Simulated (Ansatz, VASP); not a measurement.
Cu: VASP beside Ansatz

INCAR

```
SYSTEM = Cu
PREC     = Accurate       ! precision mode
ENCUT    = 600            ! plane-wave cutoff, eV
EDIFF    = 1E-6           ! SCF threshold, eV
ISMEAR   = -1             ! smearing method
SIGMA    = 0.15           ! smearing width, eV
LREAL    = .FALSE.        ! projectors in reciprocal space
LASPH    = .TRUE.         ! aspherical terms in the spheres
NELM     = 120            ! most SCF steps
ALGO     = Normal         ! electronic algorithm
ISIF     = 2              ! what is computed and relaxed
LWAVE    = .FALSE.        ! write WAVECAR
LCHARG   = .TRUE.         ! write CHGCAR
GGA      = PE             ! functional
LELF     = .TRUE.         ! ELF
LVHAR    = .TRUE.       
NBANDS   = 18             ! bands
GGA_COMPAT= .FALSE.
```

KPOINTS

```
Automatic mesh
0
G
  4 4 4
  0 0 0
```

Contents of POSCAR:

```
Cu
1.0
    2.8500000000      0.0000000000      0.0000000000
    0.0000000000      2.8500000000      0.0000000000
    0.0000000000      0.0000000000      2.8500000000
Cu
2
Direct
    0.0000000000      0.0000000000      0.0000000000
    0.4701289521      0.4701289521      0.4701289521
```

Input for Ansatz:

```yaml
crystal:
  atoms:
  - position: [0.0, 0.0, 0.0]
    symbol: Cu
  - position: [0.4701289520910461, 0.4701289520910461, 0.4701289520910461]
    symbol: Cu
  lattice:
  - [2.85, 0.0, 0.0]
  - [0.0, 2.85, 0.0]
  - [0.0, 0.0, 2.85]
hamiltonian:
  dispersion: none
  pseudopotentials:
    kind: all_electron
    lapw:
      basis_error: 0.025 meV
      muffin_tin_radii: {Cu: 1.0742}
    relativity: none
  xc: pbe
kpoints:
  mp_grid:
    grid: [4, 4, 4]
    shift: [0, 0, 0]
magnetization: {spin_polarized: false}
output: {forces: true, stress: true}
scf:
  convergence: {dr2_threshold: 1e-10 eV}
  lower_state_search: 'off'
  max_iter: 200
  occupations: {method: fermi_dirac, width: 0.15}
```

Alike in both runs: task single point; functional PBE; k mesh 4 × 4 × 4; occupations fermi-dirac, width 0.15 eV; no spin polarisation.

|  | VASP | Ansatz |
| --- | --- | --- |
| version | VASP 6.6.1 | Ansatz 0.2 development build |
| potentials or method | VASP PAW PBE potentials, release 64 (Cu), cutoff 600 eV | all-electron full-potential LAPW, non-relativistic |

```tsv
	VASP	Ansatz	Ansatz less VASP
pressure (GPa)	6.6	10.3	+3.77
traceless stress, the component that is largest in VASP (GPa)	1.20	1.21	+0.019
rms of the force components (eV/Å)	0.669	0.706	+0.0367
```

Atom by atom the forces differ by 0.037 eV/Å (rms over components). Ansatz ran all-electron here, and VASP with PAW potentials.

The k mesh is coarse, so the values compare programs but aren't converged.
